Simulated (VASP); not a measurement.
# Ta3H in VASP: further runs

Runs on Ta3H. Level: LDA. Tasks: single point.

All numbers are computed with VASP 6.6.1; they aren't measurements. Logs are shortened: lines on timing, memory, paths and dates and some standing lists are left out, and cuts for length are marked.

### 1 The cell of the first run

The cell holds a slab with vacuum, 8 atoms: a = 4.600 Å, b = 4.600 Å, c = 22.402 Å, α = 90.00°, β = 90.00°, γ = 120.00°.

### 2 Single point, LDA

INCAR reads:

```
SYSTEM = Ta3H
PREC = Accurate
ENCUT = 520
EDIFF = 1E-6
ISMEAR = 0
SIGMA = 0.1
LREAL = .FALSE.
LASPH = .TRUE.
NELM = 60
ALGO = Normal
ISIF = 2
LWAVE = .FALSE.
LCHARG = .TRUE.
LDIPOL = .TRUE.
IDIPOL = 3
DIPOL = 0.5 0.5 0.344
GGA = CA
LELF = .TRUE.
LVHAR = .TRUE.
LVACPOTAV = .TRUE.
NBANDS = 44
```

KPOINTS reads:

```
Automatic mesh
0
G
  6 6 1
  0 0 0
```

POSCAR reads:

```
Ta3H
1.0
    4.6002247492      0.0000000000      0.0000000000
   -2.3001123746      3.9839114959      0.0000000000
    0.0000000000      0.0000000000     22.4017722044
Ta H
6 2
Direct
    0.6666666667      0.3333333333      0.1785573018
    0.3333333333      0.6666666667      0.2204743848
    0.0000000000      0.0000000000      0.2623914678
    0.6666666667      0.3333333333      0.3016814391
    0.3333333333      0.6666666667      0.3385386112
    0.0000000000      0.0000000000      0.3750494438
    0.2049700398      0.6666666667      0.5357510154
    0.4616966269      0.6666666667      0.5357510154
```

Potentials or basis: VASP PAW LDA potentials, release 64 (Ta_pv, H).

On the command line:

```
$ cat potpaw_LDA.64/Ta_pv/POTCAR potpaw_LDA.64/H/POTCAR > POTCAR
$ mpirun -np 1 vasp_std > vasp.out
```

OUTCAR:

```text
SYSTEM = Ta3H
   PREC = Accurate
   ENCUT = 520
   EDIFF = 1E-6
   ISMEAR = 0
   LREAL = .FALSE.
   LASPH = .TRUE.
   NELM = 60
   ISIF = 2
   GGA = CA

 ion  position               nearest neighbor table
   1  0.667  0.333  0.179-   4 2.76   2 2.82   2 2.82   2 2.82   3 3.25   3 3.25   3 3.25
   2  0.333  0.667  0.220-   5 2.64   1 2.82   3 2.82   1 2.82   3 2.82   3 2.82   1 2.82   4 3.22
                             4 3.22   4 3.22
   3  0.000  0.000  0.262-   6 2.52   4 2.80   4 2.80   4 2.80   2 2.82   2 2.82   2 2.82   5 3.16
                             5 3.16   5 3.16   1 3.25   1 3.25   1 3.25
   4  0.667  0.333  0.302-   1 2.76   5 2.78   5 2.78   5 2.78   3 2.80   3 2.80   3 2.80   6 3.12
                             6 3.12   6 3.12   2 3.22   2 3.22   2 3.22
   5  0.333  0.667  0.339-   2 2.64   6 2.78   6 2.78   6 2.78   4 2.78   4 2.78   4 2.78   3 3.16
                             3 3.16   3 3.16
   6  0.000  0.000  0.375-   3 2.52   5 2.78   5 2.78   5 2.78   4 3.12   4 3.12   4 3.12
   7  0.205  0.667  0.536-
   8  0.462  0.667  0.536-

  LATTYP: Found a hexagonal cell.
 ALAT       =     4.6002247492
 C/A-ratio  =     4.8697125523

  Lattice vectors:

 A1 = (   4.6002247492,   0.0000000000,   0.0000000000)
 A2 = (  -2.3001123746,   3.9839114959,   0.0000000000)
 A3 = (   0.0000000000,   0.0000000000,  22.4017722044)

Analysis of symmetry for initial positions (statically):
=====================================================================
 Subroutine PRICEL returns:
 Original cell was already a primitive cell.

 Routine SETGRP: Setting up the symmetry group for a
 hexagonal supercell.

 Subroutine GETGRP returns: Found  2 space group operations
 (whereof  2 operations were pure point group operations)
 out of a pool of 24 trial point group operations.

The static configuration has the point symmetry C_1h.

Analysis of symmetry for dynamics (positions and initial velocities):
=====================================================================
 Subroutine PRICEL returns:
 Original cell was already a primitive cell.

 Routine SETGRP: Setting up the symmetry group for a
 hexagonal supercell.

 Subroutine GETGRP returns: Found  2 space group operations
 (whereof  2 operations were pure point group operations)
 out of a pool of 24 trial point group operations.
[... 107 lines left out ...]
   ISIF   =      2    stress and relaxation
   ISYM   =      2    0-nonsym 1-usesym 2-fastsym
   POTIM  = 0.5000    time-step for ionic-motion
   TEBEG  =    0.0;   TEEND  =   0.0 temperature during run
   PSTRESS=    0.0 pullay stress
   NELECT =      68.0000    total number of electrons
   NUPDOWN=      -1.0000    fix difference up-down
   EMIN   =  10.00;   EMAX   =-10.00  energy-range for DOS
   EFERMI =   0.00;   METHOD = LEGACY
   ISMEAR =     0;   SIGMA  =   0.10  broadening in eV -4-tet -1-fermi 0-gaus
   EFERMI_NEDOS =   21; number of points for ismear=-14 and -15
   IALGO  =     38    algorithm
   IMIX   =      4    mixing-type and parameters
     AMIX     =   0.40;   BMIX     =  1.00
     AMIX_MAG =   1.60;   BMIX_MAG =  1.00
  volume/ion in A,a.u.               =      51.32       346.32
  Fermi-wavevector in a.u.,A,eV,Ry     =   0.899057  1.698972 10.997647  0.808304
  Thomas-Fermi vector in A             =   2.021844
   LORBIT       =      0    0 simple, 1 ext, 2 COOP (PROOUT), +10 PAW based schemes
   GGA     = CA    functional components
   LHFCALC =     F    Hartree Fock is set to
   AEXX    =    0.0000 exact exchange contribution
   IVDW    =     0    specifies the selected vdW correction
   LEPSILON=     F    determine dielectric tensor
   LRPA    =     F    only Hartree local field effects (RPA)
 non-spin polarized calculation
 Gauss-broadening in eV      SIGMA  =   0.10
  energy-cutoff  :      520.00
  volume of cell :      410.55
 maximum number of plane-waves:     11105
 NGX is ok and might be reduce to    36
   NGX = 17   NGY = 17   NGZ = 83

 dipolmoment           0.000000      0.000000     -0.011237 electrons x Angstroem

 number of electron      68.0000006 magnetization

 dipolmoment           0.000000      0.000000      0.024384 electrons x Angstroem

 Free energy of the ion-electron system (eV)
  ---------------------------------------------------
  ext. energy  EPLUGINS =         0.00000000
  ---------------------------------------------------
  free energy    TOTEN  =       -75.04606291 eV

  energy without entropy =      -75.02358502  energy(sigma->0) =      -75.03482397

 E-fermi :  -1.1858     XC(G=0):  -4.8144

 val. band max:       -1.1975345230   @ k =   0.3333   0.3333   0.0000
 cond. band min:      -1.1419465795   @ k =   0.3333   0.3333   0.0000
 fundamental gap:      0.0555879435
 Fermi energy:        -1.1857544935

 k-point     1 :       0.0000    0.0000    0.0000
  band No.  band energies     occupation
      1     -35.6766      2.00000
      2     -35.5936      2.00000
      3     -35.3439      2.00000
      4     -35.3434      2.00000
      5     -35.2182      2.00000
      6     -35.2179      2.00000
[... 600 lines left out ...]
     43       0.8544      0.00000
     44       1.1684      0.00000

------------------------ aborting loop because EDIFF is reached ----------------------------------------

  FORCE on cell =-STRESS in cart. coord.  units (eV):
  Direction    XX          YY          ZZ          XY          YZ          ZX
  --------------------------------------------------------------------------------------
  -------------------------------------------------------------------------------------
  Total      -10.5211442     -5.3135321     -3.4649053      0.0000000     -0.0324919      0.0000000
  in kB      -41.0584402    -20.7358951    -13.5216860      0.0000000     -0.1267987      0.0000000
  external PRESSURE =     -25.1053404 kB  Pullay stress =       0.0000000 kB

 VOLUME and BASIS-vectors are now :
 -----------------------------------------------------------------------------
  energy-cutoff  :      520.00
  volume of cell :      410.55
      direct lattice vectors                 reciprocal lattice vectors
     4.600224749  0.000000000  0.000000000     0.217380683  0.125504796  0.000000000
    -2.300112375  3.983911496  0.000000000     0.000000000  0.251009592  0.000000000
     0.000000000  0.000000000 22.401772204     0.000000000  0.000000000  0.044639325

 POSITION                                       TOTAL-FORCE (eV/Angst)
 -----------------------------------------------------------------------------------
      2.30011      1.32797      4.00000         0.000000      0.003007      2.066751
     -0.00000      2.65594      4.93902         0.000000      0.001643     -0.259047
      0.00000      0.00000      5.87803         0.000000     -0.002976     -2.026675
      2.30011      1.32797      6.75820         0.000000      0.001914      0.050936
     -0.00000      2.65594      7.58386         0.000000      0.004286      0.053663
      0.00000      0.00000      8.40177        -0.000000     -0.003859      0.170559
     -0.59050      2.65594     12.00177         4.377007     -0.002007     -0.028093
      0.59050      2.65594     12.00177        -4.377007     -0.002007     -0.028093
 -----------------------------------------------------------------------------------
    total drift:                               -0.000000      0.000012      0.000701

  FREE ENERGIE OF THE ION-ELECTRON SYSTEM (eV)
  ---------------------------------------------------
  free  energy   TOTEN  =       -75.0460629094 eV

  energy  without entropy=      -75.0235850236  energy(sigma->0) =      -75.03482397

 vacuum level on the upper side and lower side of the slab         2.782         2.543
```

OSZICAR:

```text
N       E                     dE             d eps       ncg     rms          rms(c)
DAV:   1     0.491665449353E+03    0.49167E+03   -0.36893E+04  1488   0.129E+03
DAV:   2    -0.530225252278E+02   -0.54469E+03   -0.52984E+03  1368   0.326E+02
DAV:   3    -0.811653480112E+02   -0.28143E+02   -0.27118E+02  1360   0.636E+01
[... 21 lines left out ...]
DAV:  25    -0.750460471524E+02   -0.10320E-04   -0.21253E-06  1080   0.551E-03    0.314E-03
DAV:  26    -0.750460568499E+02   -0.96975E-05   -0.23846E-06  1032   0.822E-03    0.149E-03
DAV:  27    -0.750460594173E+02   -0.25674E-05   -0.85873E-07   960   0.377E-03    0.135E-03
DAV:  28    -0.750460621090E+02   -0.26917E-05   -0.39359E-07   868   0.288E-03    0.687E-04
DAV:  29    -0.750460629094E+02   -0.80043E-06   -0.11954E-07   872   0.147E-03
   1 F= -.75046063E+02 E0= -.75034824E+02  d E =-.224779E-01
```

stdout:

```text
POSCAR found type information on POSCAR TaH
 POSCAR found :  2 types and       8 ions
 scaLAPACK will be used
 LDA part: xc-table for (Slater(with rela. corr.)+CA(PZ))
 , standard interpolation
 POSCAR, INCAR and KPOINTS ok, starting setup
 FFT: planning ... GRIDC
 FFT: planning ... GRID_SOFT
 FFT: planning ... GRID
 WAVECAR not read
 entering main loop
 -----------------------------------------------------------------------------
|                                                                             |
|           W    W    AA    RRRRR   N    N  II  N    N   GGGG   !!!           |
|           W    W   A  A   R    R  NN   N  II  NN   N  G    G  !!!           |
|           W    W  A    A  R    R  N N  N  II  N N  N  G       !!!           |
|           W WW W  AAAAAA  RRRRR   N  N N  II  N  N N  G  GGG   !            |
|           WW  WW  A    A  R   R   N   NN  II  N   NN  G    G                |
|           W    W  A    A  R    R  N    N  II  N    N   GGGG   !!!           |
|                                                                             |
|     Did not find any points to average over, which means that no vacuum     |
|     field-free region was found. Please increase the size of  your cell     |
|     in the dimension of the dipole correction to obtain accurate            |
|     workfunction values.                                                    |
|                                                                             |
 -----------------------------------------------------------------------------
```

It took 5 min on 1 thread of Intel Xeon 6975P-C (Granite Rapids), shared host; peak memory 0.48 GiB.

Results:

```
Free energy   : -75.0461 eV
Largest force : 4.377 eV/Å
```

Forces in eV/Å, atoms in the order of the input:
```
Ta   0.000  0.003  2.067
Ta   0.000  0.002 -0.259
Ta   0.000 -0.003 -2.027
Ta   0.000  0.002  0.051
Ta   0.000  0.004  0.054
Ta   0.000 -0.004  0.171
H    4.377 -0.002 -0.028
H   -4.377 -0.002 -0.028
```

Levels at points of the mesh, in eV from the Fermi level:
```tsv
k point	band 30	band 31	band 32	band 33	band 34	band 35	band 36	band 37	band 38	band 39
(0.00, 0.00, 0.00)	-1.13	-0.92	-0.92	-0.32	-0.32	0.10	0.23	0.26	0.26	2.44
(0.50, 0.00, 0.00)	-1.43	-1.01	-0.96	-0.50	-0.26	0.19	0.31	0.96	1.19	1.21
(0.00, 0.50, 0.00)	-1.43	-1.01	-0.96	-0.50	-0.26	0.24	0.31	0.99	1.19	1.27
```

Caveat: spin-orbit coupling is left out, which moves the levels of the heavy elements.

### 3 Single point, LDA

INCAR reads:

```
SYSTEM = Ta3H
ALGO = Normal ; DIPOL = 0.5 0.5 0.312
EDIFF = 1E-6 ; ENCUT = 520
IDIPOL = 3 ; ISIF = 2
ISMEAR = 0 ; LASPH = .TRUE.
LCHARG = .TRUE. ; LDIPOL = .TRUE.
LELF = .TRUE. ; LREAL = .FALSE.
LVACPOTAV = .TRUE. ; LVHAR = .TRUE.
LWAVE = .FALSE. ; NBANDS = 44
NELM = 100 ; PREC = Accurate
SIGMA = 0.1
```

KPOINTS reads:

```
k-points
0
G
  6 6 1
  0 0 0
```

Changes to POSCAR since step 2:

```diff
@@ -14,3 +14,3 @@
     0.0000000000      0.0000000000      0.3750494438
-    0.2049700398      0.6666666667      0.5357510154
-    0.4616966269      0.6666666667      0.5357510154
+    0.1708412725      0.6666666667      0.4094217243
+    0.4958253942      0.6666666667      0.4094217243
```

Potentials or basis: VASP PAW LDA potentials, release 64 (Ta_pv, H).

On the command line:

```
$ cat potpaw_LDA.64/Ta_pv/POTCAR potpaw_LDA.64/H/POTCAR > POTCAR
$ mpirun -np 1 vasp_std > vasp.out
```

It took 5.4 min on 1 thread of Intel Xeon 6975P-C (Granite Rapids), shared host; peak memory 0.48 GiB.

It converged, with:

```yaml
Free_energy: -77.3030 eV
Largest_force: 1.988 eV/Å
Band_gap_on_the_k_mesh: zero (bands 34 and 35 overlap by 0.17 eV)
```

Forces in eV/Å, atoms in the order of the input:
```
Ta   0.000  0.059  1.859
Ta   0.000 -0.019 -1.136
Ta   0.000  0.093 -1.986
Ta   0.000 -0.350 -0.477
Ta   0.000  0.402 -0.834
Ta   0.000 -0.741  1.078
H   -1.353  0.279  0.748
H    1.353  0.279  0.748
```

Levels at points of the mesh, in eV from the Fermi level:
```csv
k point,band 32,band 33,band 34,band 35,band 36,band 37
"(0.00, 0.00, 0.00)",-0.64,-0.58,-0.46,-0.09,0.12,0.16
"(0.50, 0.00, 0.00)",-0.86,-0.44,-0.09,0.05,0.51,0.74
"(0.00, 0.50, 0.00)",-0.89,-0.74,-0.03,0.04,0.13,0.77
```

Caveat: spin-orbit coupling is left out, which moves the levels of the heavy elements.
